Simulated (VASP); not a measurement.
# ZrSe2 (P-3m1) in VASP: relaxation of cell and atoms with r2SCAN+rVV10

Aim: the relaxation of cell and atoms of ZrSe2 with r2SCAN+rVV10.

Program: VASP 6.6.1. These are calculated values, not measurements. Logs are shortened: lines on timing, memory, paths and dates and some standing lists are left out, and cuts for length are marked.

## 1. The cell of the first run

Symmetry: P-3m1, No. 164, trigonal system. Conventional cell: a = 3.736 Å, b = 3.736 Å, c = 6.034 Å, α = 90.00°, β = 90.00°, γ = 120.00°. Zr (site symmetry -3m) has 6 Se at 2.68 Å within 3.5 Å. Within 3.9 Å of Se (site symmetry 3m) lie 3 Zr at 2.68 Å and 12 Se at 3.56 to 3.86 Å.

## 2. Relaxation of cell and atoms, r2SCAN+rVV10

POSCAR reads:

```
ZrSe2
1.0
    3.7361012007      0.0000000000      0.0000000000
   -1.8680506003      3.2355585509      0.0000000000
    0.0000000000      0.0000000000      6.0340002917
Zr Se
1 2
Direct
    0.0000000000      0.0000000000      0.0000000000
    0.3333333333      0.6666666667      0.2648581622
    0.6666666667      0.3333333333      0.7351418378
```

INCAR.step1 reads:

```
  PREC = Accurate
  ENCUT = 550
  ISMEAR = -1
  SIGMA = 0.02
  LREAL = False
  LASPH = True
  NELM = 120
  GGA = PE
  ALGO = Normal
  EDIFF = 1E-5
  LWAVE = True
  LCHARG = False
  GGA_COMPAT = False
  IBRION = 2
  ISIF = 3
  EDIFFG = -0.005
  NELMIN = 4
  NSW = 100
```

INCAR.step2 reads:

```
  PREC = Accurate
  ENCUT = 550
  EDIFF = 1E-7
  ISMEAR = -1
  SIGMA = 0.02
  LREAL = False
  LASPH = True
  NELM = 120
  ALGO = Normal
  ISIF = 3
  LWAVE = False
  LCHARG = False
  METAGGA = R2SCAN
  LMIXTAU = True
  LUSE_VDW = True
  IVDW_NL = 2
  BPARAM = 11.95
  CPARAM = 0.0093
  IBRION = 2
  NSW = 80
  EDIFFG = -0.005
  ISTART = 1
  GGA_COMPAT = False
  NELMIN = 4
```

KPOINTS reads:

```
Automatic mesh
0
Gamma
  12 12 4
```

Potentials or basis: VASP PAW PBE potentials, release 64 (Zr_sv, Se).

Started as:

```
cat potpaw_PBE.64/Zr_sv/POTCAR potpaw_PBE.64/Se/POTCAR > POTCAR
cp INCAR.step1 INCAR
mpirun -np 1 vasp_std > vasp.out
cp INCAR.step2 INCAR
mpirun -np 1 vasp_std > vasp.out
```

OUTCAR:

```text
PREC = Accurate
   ENCUT = 550
   EDIFF = 1E-7
   ISMEAR = -1
   LREAL = False
   LASPH = True
   NELM = 120
   ISIF = 3
   METAGGA = R2SCAN
   IVDW_NL = 2
   BPARAM = 11.95
   IBRION = 2
   NSW = 80
   EDIFFG = -0.005
   ISTART = 1
   NELMIN = 4

 ion  position               nearest neighbor table
   1  0.000  0.000  0.000-   2 2.68   3 2.68   2 2.68   3 2.68   3 2.68   2 2.68
   2  0.333  0.667  0.265-   1 2.68   1 2.68   1 2.68
   3  0.667  0.333  0.735-   1 2.68   1 2.68   1 2.68

  LATTYP: Found a hexagonal cell.
 ALAT       =     3.7361012007
 C/A-ratio  =     1.6150526893

  Lattice vectors:

 A1 = (   3.7361012007,   0.0000000000,   0.0000000000)
 A2 = (  -1.8680506003,   3.2355585509,   0.0000000000)
 A3 = (   0.0000000000,   0.0000000000,   6.0340002917)

Analysis of symmetry for initial positions (statically):
=====================================================================
 Subroutine PRICEL returns:
 Original cell was already a primitive cell.

 Routine SETGRP: Setting up the symmetry group for a
 hexagonal supercell.

 Subroutine GETGRP returns: Found 12 space group operations
 (whereof 12 operations were pure point group operations)
 out of a pool of 24 trial point group operations.

The static configuration has the point symmetry D_3d.

Analysis of symmetry for dynamics (positions and initial velocities):
=====================================================================
 Subroutine PRICEL returns:
 Original cell was already a primitive cell.

 Routine SETGRP: Setting up the symmetry group for a
 hexagonal supercell.

 Subroutine GETGRP returns: Found 12 space group operations
 (whereof 12 operations were pure point group operations)
 out of a pool of 24 trial point group operations.

The dynamic configuration has the point symmetry D_3d.

 Subroutine INISYM returns: Found 12 space group operations
 (whereof 12 operations are pure point group operations),
 and found     1 'primitive' translations

----------------------------------------------------------------------------------------

                                     Primitive cell

  volume of cell :      72.9413

[... 111 lines left out ...]
  volume/ion in A,a.u.               =      24.31       164.08
  Fermi-wavevector in a.u.,A,eV,Ry     =   1.130197  2.135763 17.379339  1.277345
  Thomas-Fermi vector in A             =   2.266893
   LORBIT       =      0    0 simple, 1 ext, 2 COOP (PROOUT), +10 PAW based schemes
   METAGGA = R2SCAN    functional components
   LHFCALC =     F    Hartree Fock is set to
   AEXX    =    0.0000 exact exchange contribution
   IVDW_NL    =     2    kernel type
   BPARAM     =11.9500
   IVDW    =     0    specifies the selected vdW correction
   LEPSILON=     F    determine dielectric tensor
   LRPA    =     F    only Hartree local field effects (RPA)
 conjugate gradient relaxation of ions
 non-spin polarized calculation
  energy-cutoff  :      550.00
  volume of cell :       72.94
 maximum number of plane-waves:      2160
 NGX is ok and might be reduce to    30
   NGX = 15   NGY = 15   NGZ = 23

--------------------------------------- Ionic step        1  -------------------------------------------

 number of electron      24.0000001 magnetization

 Free energy of the ion-electron system (eV)
  ---------------------------------------------------
  ext. energy  EPLUGINS =         0.00000000
  ---------------------------------------------------
  free energy    TOTEN  =       -55.54736501 eV

  energy without entropy =      -55.54736351  energy(sigma->0) =      -55.54736426

------------------------ aborting loop because EDIFF is reached ----------------------------------------

  FORCE on cell =-STRESS in cart. coord.  units (eV):
  Direction    XX          YY          ZZ          XY          YZ          ZX
  --------------------------------------------------------------------------------------
  -------------------------------------------------------------------------------------
  Total        0.9555641      0.9555641      0.3758463      0.0000000     -0.0000000      0.0000000
  in kB       20.9892626     20.9892626      8.2555799      0.0000000     -0.0000000      0.0000000
  external PRESSURE =      16.7447017 kB  Pullay stress =       0.0000000 kB
[... 92 lines left out ...]
  FREE ENERGIE OF THE ION-ELECTRON SYSTEM (eV)
  ---------------------------------------------------
  free  energy   TOTEN  =       -55.5589699785 eV

  energy  without entropy=      -55.5589695734  energy(sigma->0) =      -55.55896978

[... ionic steps 4 to 8 ...]

--------------------------------------- Ionic step        9  -------------------------------------------

 number of electron      24.0000001 magnetization

------------------------ aborting loop because EDIFF is reached ----------------------------------------
[... 69 lines left out ...]
--------------------------------------- Ionic step       11  -------------------------------------------

 number of electron      24.0000001 magnetization

 Free energy of the ion-electron system (eV)
  ---------------------------------------------------
  ext. energy  EPLUGINS =         0.00000000
  ---------------------------------------------------
  free energy    TOTEN  =       -55.57567136 eV

  energy without entropy =      -55.57567136  energy(sigma->0) =      -55.57567136

 E-fermi :   4.3486     XC(G=0): -10.0226

 val. band max:        4.0381802634   @ k =   0.0000   0.0000   0.0000
 cond. band min:       4.6470828971   @ k =   0.5000  -0.0000   0.5000
 fundamental gap:      0.6089026337
 Fermi energy:         4.3485714345

 k-point     1 :       0.0000    0.0000    0.0000
  band No.  band energies     occupation
      1     -47.1423      2.00000
      2     -24.4810      2.00000
      3     -24.3714      2.00000
      4     -24.3714      2.00000
      5      -9.6527      2.00000
      6      -8.3436      2.00000
[... 433 lines left out ...]
      3     -24.4198      2.00000
      4     -24.3817      2.00000
      5      -9.3020      2.00000
      6      -8.5040      2.00000
[... 8 lines left out ...]
     15       6.7303      0.00000
     16       8.0648      0.00000

 [... further k-points ...]

------------------------ aborting loop because EDIFF is reached ----------------------------------------

  FORCE on cell =-STRESS in cart. coord.  units (eV):
  Direction    XX          YY          ZZ          XY          YZ          ZX
  --------------------------------------------------------------------------------------
  -------------------------------------------------------------------------------------
  Total       -0.0010934     -0.0010934      0.0081971     -0.0000000     -0.0000000      0.0000000
  in kB       -0.0227140     -0.0227140      0.1702886     -0.0000000     -0.0000000      0.0000000
  external PRESSURE =       0.0416202 kB  Pullay stress =       0.0000000 kB
[... 18 lines left out ...]
  FREE ENERGIE OF THE ION-ELECTRON SYSTEM (eV)
  ---------------------------------------------------
  free  energy   TOTEN  =       -55.5756713643 eV

  energy  without entropy=      -55.5756713619  energy(sigma->0) =      -55.57567136

 reached required accuracy - stopping structural energy minimisation
```

OSZICAR.step1:

```text
N       E                     dE             d eps       ncg     rms          rms(c)
DAV:   1     0.177846077498E+03    0.17785E+03   -0.12158E+04  2208   0.143E+03
DAV:   2    -0.110401988652E+02   -0.18889E+03   -0.18635E+03  2912   0.314E+02
DAV:   3    -0.208110962576E+02   -0.97709E+01   -0.96534E+01  3864   0.656E+01
[... 463 lines left out ...]
       N       E                     dE             d eps       ncg     rms          rms(c)
DAV:   1    -0.196016810589E+02   -0.13059E-04   -0.14465E-03  2208   0.269E-01    0.237E-02
DAV:   2    -0.196016702103E+02    0.10849E-04   -0.84646E-05  2432   0.682E-02    0.102E-02
DAV:   3    -0.196016678139E+02    0.23965E-05   -0.58731E-06  1128   0.171E-02    0.637E-03
DAV:   4    -0.196016674200E+02    0.39382E-06   -0.35697E-06  1104   0.119E-02
  67 F= -.19601667E+02 E0= -.19601667E+02  d E =-.236953E-04
```

Run time: 1.5 h. Hardware: 1 thread of AMD EPYC 7R13 (Zen 3), shared host; peak memory 0.41 GiB.

What came out:

```yaml
Free_energy: -55.5757 eV
Relaxed_volume: 25.71 Å³/atom
Relaxed_cell: a = 3.792 Å, b = 3.792 Å, c = 6.194 Å, α = 90.00°, β = 90.00°, γ = 120.00°
Space_group_after_relaxing_to_0.1_Å: P-3m1 (No. 164)
Energy_gained_by_relaxing: 9.4 meV/atom
Ionic_steps: 11
Pressure_after_relaxing: 0.0 GPa
Largest_force_after_relaxing: 0.003 eV/Å
Band_gap_on_the_k_mesh: 0.61 eV (least direct gap 1.35 eV)
```

Forces on the atoms (eV/Å):
```
Zr   0.000  0.000  0.000
Se   0.000  0.000  0.003
Se   0.000  0.000 -0.003
```

Step by step:
| step | energy change (eV) | largest force (eV/Å) | pressure (GPa) | volume (Å³) |
| --- | --- | --- | --- | --- |
| 1 | 0.0000 | 0.1549 | 1.67 | 72.94 |
| 2 | -0.0094 | 0.4092 | -1.23 | 75.65 |
| 3 | -0.0116 | 0.3335 | -0.38 | 74.81 |
| 4 | -0.0198 | 0.1571 | -0.04 | 75.19 |
| 5 | -0.0211 | 0.0561 | 0.15 | 75.41 |
| 6 | -0.0240 | 0.0425 | 0.09 | 75.80 |
| 7 | -0.0282 | 0.0075 | -0.03 | 76.95 |
| 8 | -0.0283 | 0.0032 | -0.04 | 77.13 |
| 9 | -0.0283 | 0.0023 | -0.04 | 77.16 |
| 10 | -0.0283 | 0.0172 | 0.11 | 77.03 |
| 11 | -0.0283 | 0.0034 | 0.00 | 77.12 |

Final structure:
```
Zr Se
1.0
     3.79182    0.00000    0.00000
    -1.89591    3.28381    0.00000
     0.00000    0.00000    6.19382
Zr Se
1 2
Direct
  0.00000 0.00000 0.00000
  0.33333 0.66667 0.25333
  0.66667 0.33333 0.74667
```

Levels at points of the mesh, in eV from the valence-band top:
| k point | band 9 | band 10 | band 11 | band 12 | band 13 | band 14 | band 15 | band 16 |
| --- | --- | --- | --- | --- | --- | --- | --- | --- |
| (0.00, 0.00, 0.00) | -2.77 | -0.05 | -0.05 | 0.00 | 1.35 | 1.35 | 1.85 | 4.54 |
| (0.50, 0.00, 0.00) | -2.73 | -2.57 | -2.24 | -1.41 | 0.81 | 2.87 | 3.27 | 5.15 |
| (0.00, 0.00, 0.50) | -2.72 | -2.16 | -0.23 | -0.23 | 1.32 | 1.32 | 2.30 | 4.95 |
| (0.50, 0.00, 0.50) | -2.76 | -2.61 | -1.07 | -1.02 | 0.61 | 2.86 | 3.24 | 4.71 |

Caveat: semilocal functionals underestimate gaps, and a narrow one can read as zero; the PAW data sets were made with another functional, which shifts forces and pressure a little. Zero-point motion and thermal expansion aren't in these numbers.
